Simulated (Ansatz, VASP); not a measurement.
**Ta4O: VASP beside Ansatz**

INCAR

```
SYSTEM = Ta4O
PREC = Accurate
ENCUT = 600
EDIFF = 1E-6
ISMEAR = 0
SIGMA = 0.1
LREAL = .FALSE.
LASPH = .TRUE.
NELM = 200
ALGO = Normal
ISIF = 2
LWAVE = .FALSE.
LCHARG = .TRUE.
ISPIN = 2
MAGMOM = 1 1 1 1 0
LORBIT = 11
LMAXMIX = 4
GGA = PE
LELF = .TRUE.
LVHAR = .TRUE.
NBANDS = 41
GGA_COMPAT = .FALSE.
```

KPOINTS

```
Automatic mesh
0
G
  4 4 4
  0 0 0
```

File POSCAR:

```
Ta4O
1.0
    4.3959182816      0.0000000000      0.0000000000
    0.0000000000      4.3959182816      0.0000000000
    0.0000000000      0.0000000000      4.3959182816
Ta O
4 1
Direct
    0.2637668389      0.7362331611      0.7362331611
    0.7362331611      0.2637668389      0.7362331611
    0.7362331611      0.7362331611      0.2637668389
    0.2637668389      0.2637668389      0.2637668389
    0.0000000000      0.0000000000      0.0000000000
```

Input for Ansatz:

```yaml
crystal:
  lattice:
    - [4.3959182816, 0.0, 0.0]
    - [0.0, 4.3959182816, 0.0]
    - [0.0, 0.0, 4.3959182816]
  atoms:
    - { symbol: Ta, position: [0.2637668389, 0.7362331611, 0.7362331611], spin: 1.0 }
    - { symbol: Ta, position: [0.7362331611, 0.2637668389, 0.7362331611], spin: 1.0 }
    - { symbol: Ta, position: [0.7362331611, 0.7362331611, 0.2637668389], spin: 1.0 }
    - { symbol: Ta, position: [0.2637668389, 0.2637668389, 0.2637668389], spin: 1.0 }
    - { symbol: O, position: [0.0, 0.0, 0.0] }
basis:
  ecutwfc: 420
kpoints:
  mp_grid: { grid: [4, 4, 4] }
hamiltonian:
  xc: pbe
scf:
  occupations: { method: gaussian, width: 0.1 }
  lower_state_search: "off"
output:
  forces: true
  stress: true
  eigenvalues: true
  populations: true
magnetization:
  spin_polarized: true
```

Change from the starting cell: species swapped into the SnI4 type (P-43m, No. 215).

Alike in both runs: task single point; functional PBE; k mesh 4 × 4 × 4; occupations gaussian, width 0.1 eV; collinear spin.

```csv
,VASP,Ansatz
version,VASP 6.6.1,Ansatz 0.2.0
potentials or method,"VASP PAW PBE potentials, release 64 (Ta_sv_GW, O), cutoff 600 eV","scalar-relativistic, plane waves, PAW"
valence electrons in the cell,58,58
```

|  | VASP | Ansatz | Ansatz less VASP |
| --- | --- | --- | --- |
| gap on the k mesh at the Fermi level (eV) | none | none | - |
| pressure (GPa) | -0.3 | -0.1 | +0.22 |
| rms of the force components (eV/Å) | 0.022 | 0.002 | -0.0205 |
| net moment per atom (μB) | 0.00 | 0.00 | 0.000 |

Atom by atom the forces differ by 0.024 eV/Å (rms over components). A gap of «none» marks a metal or a gap that the smearing closes. With one functional, cell and mesh, what is left measures potentials, basis and numerics. Ansatz's warnings: seeded moment not kept.

Neither program's run includes spin-orbit coupling.
